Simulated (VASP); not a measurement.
# WI2O2 (Immm) in VASP: notebook

Aim: see how the results for WI2O2 move with the level of theory and the settings. Levels: PBEsol, PBE. Tasks: single point.

All numbers are computed with VASP 6.6.1; they aren't measurements. Logs are shortened: lines on timing, memory, paths and dates and some standing lists are left out, and cuts for length are marked.

### Step 1. The cell of the first run

The structure is orthorhombic, space group Immm (No. 71). The conventional cell has a = 3.748 Å, b = 3.905 Å, c = 16.628 Å, α = 90.00°, β = 90.00°, γ = 90.00°. W (site symmetry mmm) has 4 O at 1.87 to 1.95 Å within 2.5 Å. I (site symmetry mm2) has 1 W at 2.67 Å and 4 O at 3.26 to 3.31 Å within 3.5 Å. Within 2.6 Å of O (site symmetry mmm) lie 2 W at 1.95 Å. Within 2.5 Å of O (site symmetry mmm) lie 2 W at 1.87 Å.

### Step 2. Single point, PBEsol

INCAR reads:

```
SYSTEM = WI2O2
PREC = Accurate
ENCUT = 520
EDIFF = 1E-6
ISMEAR = 1
SIGMA = 0.085
LREAL = .False.
LASPH = .True.
NELM = 100
ALGO = Normal
ISIF = 2
LWAVE = .False.
LCHARG = .False.
GGA = PS
ISYM = 0
NBANDS = 28
```

KPOINTS reads:

```
Automatic mesh
0
Gamma
  2 2 2
  0 0 0.5
```

POSCAR reads:

```
WI2O2
1.0
   -1.8742000000      1.9524500000      8.3141500000
    1.8742000000     -1.9524500000      8.3141500000
    1.8742000000      1.9524500000     -8.3141500000
W I O
1 2 2
Direct
    0.0000000000      0.0000000000      0.0000000000
    0.1607200000      0.1607200000      0.0000000000
    0.8392800000      0.8392800000      0.0000000000
    0.5000000000      0.0000000000      0.5000000000
    0.0000000000      0.5000000000      0.5000000000
```

Potentials or basis: VASP PAW PBE potentials, release 64 (W_sv, I, O).

Launch:

```
$ cat potpaw_PBE.64/W_sv/POTCAR potpaw_PBE.64/I/POTCAR potpaw_PBE.64/O/POTCAR > POTCAR
$ mpirun -np 1 vasp_std > vasp.out
```

OUTCAR:

```text
SYSTEM = WI2O2
   PREC = Accurate
   ENCUT = 520
   EDIFF = 1E-6
   ISMEAR = 1
   LREAL = .False.
   LASPH = .True.
   NELM = 100
   ISIF = 2
   GGA = PS
   ISYM = 0

 ion  position               nearest neighbor table
   1  0.000  0.000  0.000-   5 1.87   5 1.87   4 1.95   4 1.95   2 2.67   3 2.67
   2  0.161  0.161  0.000-   1 2.67
   3  0.839  0.839  0.000-   1 2.67
   4  0.500  0.000  0.500-   1 1.95   1 1.95
   5  0.000  0.500  0.500-   1 1.87   1 1.87

IMPORTANT INFORMATION: All symmetrisations will be switched off!
NOSYMM: (Re-)initialisation of all symmetry stuff for point group C_1.

----------------------------------------------------------------------------------------

                                     Primitive cell

  volume of cell :     121.6953

  direct lattice vectors                    reciprocal lattice vectors
    -1.874200000  1.952450000  8.314150000     0.000000000  0.256088504  0.060138439
     1.874200000 -1.952450000  8.314150000     0.266780493  0.000000000  0.060138439
     1.874200000  1.952450000 -8.314150000     0.266780493  0.256088504  0.000000000

  length of vectors
     8.743556305  8.743556305  8.743556305     0.263055039  0.273474795  0.369801505

  position of ions in fractional coordinates (direct lattice)
     0.000000000  0.000000000  0.000000000
     0.160720000  0.160720000  0.000000000
     0.839280000  0.839280000  0.000000000
     0.500000000  0.000000000  0.500000000
     0.000000000  0.500000000  0.500000000

  ion indices of the primitive-cell ions
   primitive index   ion index
                 1           1
                 2           2
                 3           3
                 4           4
                 5           5

----------------------------------------------------------------------------------------

 KPOINTS: Automatic mesh

Automatic generation of k-mesh.
 Grid dimensions read from file:
 generate k-points for:    2    2    2

 Generating k-lattice:

  Cartesian coordinates                     Fractional coordinates (reciprocal lattice)
     0.000000000  0.128044252  0.030069219     0.500000000  0.000000000  0.000000000
     0.133390247  0.000000000  0.030069219     0.000000000  0.500000000  0.000000000
     0.133390247  0.128044252  0.000000000     0.000000000  0.000000000  0.500000000

  Length of vectors
     0.131527520  0.136737397  0.184900753

  Shift w.r.t. Gamma in fractional coordinates (k-lattice)
     0.000000000  0.000000000  0.500000000

 Subroutine IBZKPT returns following result:
 ===========================================

 Found      8 irreducible k-points:

 Following reciprocal coordinates:
            Coordinates               Weight
  0.000000  0.000000  0.250000      2.000000
 -0.250000  0.250000  0.000000      2.000000
  0.500000 -0.000000  0.250000      2.000000
  0.250000  0.250000  0.000000      2.000000
  0.250000  0.250000  0.500000      2.000000
 -0.000000  0.500000  0.250000      2.000000
  0.500000  0.500000  0.250000      2.000000
 -0.250000  0.250000  0.500000      2.000000
   k-points           NKPTS =      8   k-points in BZ     NKDIM =      8   number of bands    NBANDS=     28
   number of dos      NEDOS =    301   number of ions     NIONS =      5
   total plane-waves  NPLWV = 343000
   dimension x,y,z NGX =    70 NGY =   70 NGZ =   70
   dimension x,y,z NGXF=   140 NGYF=  140 NGZF=  140
   ions per type =               1   2   2
   NGX,Y,Z   is equivalent  to a cutoff of  13.31, 13.31, 13.31 a.u.
   NGXF,Y,Z  is equivalent  to a cutoff of  26.62, 26.62, 26.62 a.u.
 SYSTEM =  WI2O2
   PREC   = accura    normal or accurate (medium, high low for compatibility)
   ISTART =      0    job   : 0-new  1-cont  2-samecut
   ICHARG =      2    charge: 1-file 2-atom 10-const
   ISPIN  =      1    spin polarized calculation?
   LNONCOLLINEAR =      F non collinear calculations
   LSORBIT =      F    spin-orbit coupling
   LASPH  =      T    aspherical Exc in radial PAW
   ENCUT  =  520.0 eV  38.22 Ry    6.18 a.u.  16.26 16.26 16.26*2*pi/ulx,y,z
   NELM   =    100;   NELMIN=  2; NELMDL= -5     # of ELM steps
   EDIFF  = 0.1E-05   stopping-criterion for ELM
   LREAL  =      F    real-space projection
   EDIFFG = 0.1E-04   stopping-criterion for IOM
   NSW    =      0    number of steps for IOM
   IBRION =     -1    ionic relax: 0-MD 1-quasi-New 2-CG
   NFREE  =      0    steps in history (QN), initial steepest desc. (CG)
   ISIF   =      2    stress and relaxation
   ISYM   =      0    0-nonsym 1-usesym 2-fastsym
   POTIM  = 0.5000    time-step for ionic-motion
   TEBEG  =    0.0;   TEEND  =   0.0 temperature during run
   PSTRESS=    0.0 pullay stress
   NELECT =      40.0000    total number of electrons
   NUPDOWN=      -1.0000    fix difference up-down
   EMIN   =  10.00;   EMAX   =-10.00  energy-range for DOS
   EFERMI =   0.00;   METHOD = LEGACY
   ISMEAR =     1;   SIGMA  =   0.09  broadening in eV -4-tet -1-fermi 0-gaus
   EFERMI_NEDOS =   21; number of points for ismear=-14 and -15
   IALGO  =     38    algorithm
   IMIX   =      4    mixing-type and parameters
     AMIX     =   0.40;   BMIX     =  1.00
     AMIX_MAG =   1.60;   BMIX_MAG =  1.00
  volume/ion in A,a.u.               =      24.34       164.25
  Fermi-wavevector in a.u.,A,eV,Ry     =   1.129805  2.135022 17.367292  1.276460
  Thomas-Fermi vector in A             =   2.266500
   LORBIT       =      0    0 simple, 1 ext, 2 COOP (PROOUT), +10 PAW based schemes
   GGA     = PS    functional components
   LHFCALC =     F    Hartree Fock is set to
   AEXX    =    0.0000 exact exchange contribution
   IVDW    =     0    specifies the selected vdW correction
   LEPSILON=     F    determine dielectric tensor
   LRPA    =     F    only Hartree local field effects (RPA)
 non-spin polarized calculation
 Methfessel and Paxton  Order N= 1 SIGMA  =   0.09
  energy-cutoff  :      520.00
  volume of cell :      121.70
 maximum number of plane-waves:      3273
 NGX is ok and might be reduce to    70
   NGX = 33   NGY = 33   NGZ = 33

 number of electron      40.0000002 magnetization

 Free energy of the ion-electron system (eV)
  ---------------------------------------------------
  ext. energy  EPLUGINS =         0.00000000
  ---------------------------------------------------
  free energy    TOTEN  =       -34.37170319 eV

  energy without entropy =      -34.37413199  energy(sigma->0) =      -34.37251279

 E-fermi :   2.7411     XC(G=0):  -9.2417

 val. band max:        2.6762050627   @ k =  -0.2500   0.2500   0.5000
 cond. band min:       4.0809506164   @ k =   0.5000   0.5000   0.2500
 fundamental gap:      1.4047455537
 Fermi energy:         2.7411261973

 k-point     1 :       0.0000    0.0000    0.2500
  band No.  band energies     occupation
      1     -72.9799      2.00000
      2     -37.3661      2.00000
      3     -37.1844      2.00000
      4     -36.9606      2.00000
      5     -16.2703      2.00000
      6     -15.4837      2.00000
[... 20 lines left out ...]
     27      10.9801      0.00000
     28      12.0851      0.00000

 k-point     2 :      -0.2500    0.2500    0.0000
  band No.  band energies     occupation
      1     -72.9799      2.00000
      2     -37.3661      2.00000
      3     -37.1844      2.00000
      4     -36.9606      2.00000
      5     -16.2703      2.00000
      6     -15.4837      2.00000
[... 20 lines left out ...]
     27      10.9801      0.00000
     28      12.1097      0.00000

 k-point     3 :       0.5000   -0.0000    0.2500
  band No.  band energies     occupation
      1     -72.9799      2.00000
      2     -37.3661      2.00000
      3     -37.1844      2.00000
      4     -36.9606      2.00000
      5     -16.2703      2.00000
      6     -15.4836      2.00000
[... 20 lines left out ...]
     27      11.0809      0.00000
     28      11.2220      0.00000

 k-point     4 :       0.2500    0.2500    0.0000
  band No.  band energies     occupation
      1     -72.9799      2.00000
      2     -37.3661      2.00000
      3     -37.1844      2.00000
      4     -36.9606      2.00000
      5     -16.2703      2.00000
      6     -15.4836      2.00000
[... 20 lines left out ...]
     27      11.0809      0.00000
     28      11.2220      0.00000

 k-point     5 :       0.2500    0.2500    0.5000
  band No.  band energies     occupation
      1     -72.9799      2.00000
      2     -37.3661      2.00000
      3     -37.1844      2.00000
      4     -36.9606      2.00000
      5     -16.2703      2.00000
      6     -15.4836      2.00000
[... 20 lines left out ...]
     27      11.0809      0.00000
     28      11.2220      0.00000

 k-point     6 :      -0.0000    0.5000    0.2500
  band No.  band energies     occupation
      1     -72.9799      2.00000
      2     -37.3661      2.00000
      3     -37.1844      2.00000
      4     -36.9606      2.00000
      5     -16.2703      2.00000
      6     -15.4836      2.00000
[... 20 lines left out ...]
     27      11.0809      0.00000
     28      11.2220      0.00000

 k-point     7 :       0.5000    0.5000    0.2500
  band No.  band energies     occupation
      1     -72.9799      2.00000
      2     -37.3661      2.00000
      3     -37.1844      2.00000
      4     -36.9606      2.00000
      5     -16.2703      2.00000
      6     -15.4836      2.00000
[... 20 lines left out ...]
     27      10.7643      0.00000
     28      11.0633      0.00000

 k-point     8 :      -0.2500    0.2500    0.5000
  band No.  band energies     occupation
      1     -72.9799      2.00000
      2     -37.3661      2.00000
      3     -37.1844      2.00000
      4     -36.9606      2.00000
      5     -16.2703      2.00000
      6     -15.4836      2.00000
[... 20 lines left out ...]
     27      10.7643      0.00000
     28      11.0633      0.00000

------------------------ aborting loop because EDIFF is reached ----------------------------------------

  FORCE on cell =-STRESS in cart. coord.  units (eV):
  Direction    XX          YY          ZZ          XY          YZ          ZX
  --------------------------------------------------------------------------------------
  -------------------------------------------------------------------------------------
  Total        1.2089969     -7.0635241      2.1521191     -0.0000152      0.0000008     -0.0000013
  in kB       15.9170316    -92.9947246     28.3336935     -0.0002001      0.0000100     -0.0000168
  external PRESSURE =     -16.2479998 kB  Pullay stress =       0.0000000 kB

 VOLUME and BASIS-vectors are now :
 -----------------------------------------------------------------------------
  energy-cutoff  :      520.00
  volume of cell :      121.70
      direct lattice vectors                 reciprocal lattice vectors
    -1.874200000  1.952450000  8.314150000     0.000000000  0.256088504  0.060138439
     1.874200000 -1.952450000  8.314150000     0.266780493  0.000000000  0.060138439
     1.874200000  1.952450000 -8.314150000     0.266780493  0.256088504  0.000000000

 POSITION                                       TOTAL-FORCE (eV/Angst)
 -----------------------------------------------------------------------------------
      0.00000      0.00000      0.00000         0.000000      0.000000      0.000006
      0.00000      0.00000      2.67250         0.000001      0.000002      0.564360
      0.00000      0.00000     13.95580        -0.000003     -0.000002     -0.564364
      0.00000      1.95245      0.00000        -0.000000     -0.000001     -0.000002
      1.87420      0.00000      0.00000         0.000001      0.000001     -0.000001
 -----------------------------------------------------------------------------------
    total drift:                                0.000005     -0.000000     -0.000004

  FREE ENERGIE OF THE ION-ELECTRON SYSTEM (eV)
  ---------------------------------------------------
  free  energy   TOTEN  =       -34.3717031863 eV

  energy  without entropy=      -34.3741319892  energy(sigma->0) =      -34.37251279
```

It took 67 s on 1 thread of Intel Xeon 6975P-C (Granite Rapids), shared host; peak memory 0.64 GiB.

What came out:

```
Free energy            : -34.3717 eV
Pressure               : -1.6 GPa
Largest force          : 0.564 eV/Å
Band gap on the k mesh : 1.40 eV, direct
```

Forces on the atoms (eV/Å):
```
W    0.000  0.000  0.000
I    0.000  0.000  0.564
I    0.000  0.000 -0.564
O    0.000  0.000  0.000
O    0.000  0.000  0.000
```

Caveat: the k points lie up to 1.16 Å⁻¹ apart; the PAW data sets were made with another functional, which shifts forces and pressure a little; spin-orbit coupling is left out, which moves the levels of the heavy elements. A k mesh can miss the band edges.

### Step 3. Single point, PBE

INCAR reads:

```
SYSTEM = WI2O2
ALGO = Normal ; EDIFF = 1E-7
ENCUT = 520 ; GGA = PE
ISIF = 2 ; ISMEAR = 0
LASPH = .True. ; LCHARG = .False.
LREAL = .False. ; LWAVE = .False.
NBANDS = 28 ; NELM = 60
PREC = Accurate ; SIGMA = 0.1
```

KPOINTS reads:

```
k-points
0
Gamma
  2 2 3
  0 0 0
```

POSCAR is that of step 2.

Potentials or basis: VASP PAW PBE potentials, release 64 (W_sv, I, O).

Launch:

```
$ cat potpaw_PBE.64/W_sv/POTCAR potpaw_PBE.64/I/POTCAR potpaw_PBE.64/O/POTCAR > POTCAR
$ mpirun -np 1 vasp_std > vasp.out
```

Wall time 70 s (1 thread of Intel Xeon 6975P-C (Granite Rapids), shared host); peak memory 0.66 GiB.

It converged, with:

```yaml
Free_energy: -31.9532 eV
Pressure: 2.4 GPa
Largest_force: 0.358 eV/Å
Band_gap_on_the_k_mesh: zero (filled and empty bands touch)
```

Forces on the atoms (eV/Å):
```
W    0.000  0.000  0.000
I    0.000  0.000  0.358
I    0.000  0.000 -0.358
O    0.000  0.000  0.000
O    0.000  0.000  0.000
```

Stress tensor (GPa, compression positive):
```
 6.16  0.00  0.00
 0.00 -4.03  0.00
 0.00  0.00  5.18
```

Levels at points of the mesh, in eV from the Fermi level:
| k point | band 17 | band 18 | band 19 | band 20 | band 21 | band 22 | band 23 | band 24 |
| --- | --- | --- | --- | --- | --- | --- | --- | --- |
| (0.00, 0.00, 0.00) | -1.68 | -0.80 | -0.29 | -0.24 | 0.00 | 0.48 | 0.65 | 2.45 |
| (0.50, 0.00, 0.00) | -2.16 | -1.46 | -1.43 | 0.00 | 1.05 | 2.56 | 2.76 | 3.34 |
| (0.00, 0.50, 0.00) | -2.45 | -1.52 | -1.36 | -0.20 | 0.94 | 2.99 | 3.31 | 3.34 |
| (0.50, 0.50, 0.00) | -2.16 | -1.98 | -1.56 | -1.35 | 2.64 | 3.14 | 3.60 | 4.47 |

Caveat: the k points lie up to 0.86 Å⁻¹ apart; spin-orbit coupling is left out, which moves the levels of the heavy elements.
